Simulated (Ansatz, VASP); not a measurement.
**One calculation of SrTiO3, two programs**

Contents of INCAR:

```
SYSTEM = SrTiO3
PREC     = Accurate       ! precision mode
ENCUT    = 520            ! plane-wave cutoff, eV
EDIFF    = 1E-7           ! SCF threshold, eV
ISMEAR   = 0              ! smearing method
SIGMA    = 0.05           ! smearing width, eV
LREAL    = .False.        ! projectors in reciprocal space
LASPH    = .True.         ! aspherical terms in the spheres
NELM     = 100            ! most SCF steps
ALGO     = Normal         ! electronic algorithm
ISIF     = 2              ! what is computed and relaxed
LWAVE    = .False.        ! write WAVECAR
LCHARG   = .False.        ! write CHGCAR
GGA      = PS             ! functional
NBANDS   = 28             ! bands
```

File KPOINTS:

```
regular mesh
0
Gamma
  8 8 8
  0 0 0
```

File POSCAR:

```
SrTiO3
1.0
    3.8913815400      0.0000000000      0.0000000000
    0.0000000000      3.8913815400      0.0000000000
    0.0000000000      0.0000000000      3.8913815400
Sr Ti O
1 1 3
Direct
    0.0206001841      0.0000000000      0.0000000000
    0.4986243492      0.5000000000      0.5000000000
   -0.0329999995      0.5000000000      0.5000000000
    0.4621484824      0.0000000000      0.5000000000
    0.4621484824      0.5000000000      0.0000000000
```

Input for Ansatz:

```yaml
crystal:
  lattice:
    - [3.89138154, 0.0, 0.0]
    - [0.0, 3.89138154, 0.0]
    - [0.0, 0.0, 3.89138154]
  atoms:
    - { symbol: Sr, position: [0.0206001841, 0.0, 0.0] }
    - { symbol: Ti, position: [0.4986243492, 0.5, 0.5] }
    - { symbol: O, position: [-0.0329999995, 0.5, 0.5] }
    - { symbol: O, position: [0.4621484824, 0.0, 0.5] }
    - { symbol: O, position: [0.4621484824, 0.5, 0.0] }
basis:
  ecutwfc: 520.0
kpoints:
  mp_grid: { grid: [8, 8, 8] }
hamiltonian:
  xc: pbesol
  pseudopotentials: { kind: paw, azcp: { folder: soft_1 } }
scf:
  occupations: { method: gaussian, width: 0.05 }
output:
  forces: true
  stress: true
  eigenvalues: true
  write_density: true
  write_potential: true
  elf: true
  volumetric_format: npy
```

Change from the starting cell: mode 1 frozen in at -0.124 Å and mode 7 at -0.075 Å (largest displacements).

Alike in both runs: task single point; functional PBEsol; k mesh 8 × 8 × 8; occupations gaussian, width 0.05 eV; no spin polarisation.

```csv
,VASP,Ansatz
version,VASP 6.6.1,Ansatz 0.2.0
potentials or method,"VASP PAW PBE potentials, release 64 (Sr_sv, Ti_sv, O), cutoff 520 eV","scalar-relativistic, plane waves, PAW"
valence electrons in the cell,40,40
```

```csv
,VASP,Ansatz,Ansatz less VASP
gap on the k mesh at the Fermi level (eV),1.93,1.97,+0.039
least direct gap on the mesh (eV),2.42,2.44,+0.020
pressure (GPa),2.4,1.7,-0.68
"traceless stress, the component that is largest in VASP (GPa)",2.46,2.40,-0.059
rms of the force components (eV/Å),0.145,0.128,-0.0170
```

VASP's potentials were made for PBE, not for PBEsol, and Ansatz warns of the same on its side. Atom by atom the forces differ by 0.020 eV/Å (rms over components). With one functional, cell and mesh, what is left measures potentials, basis and numerics.
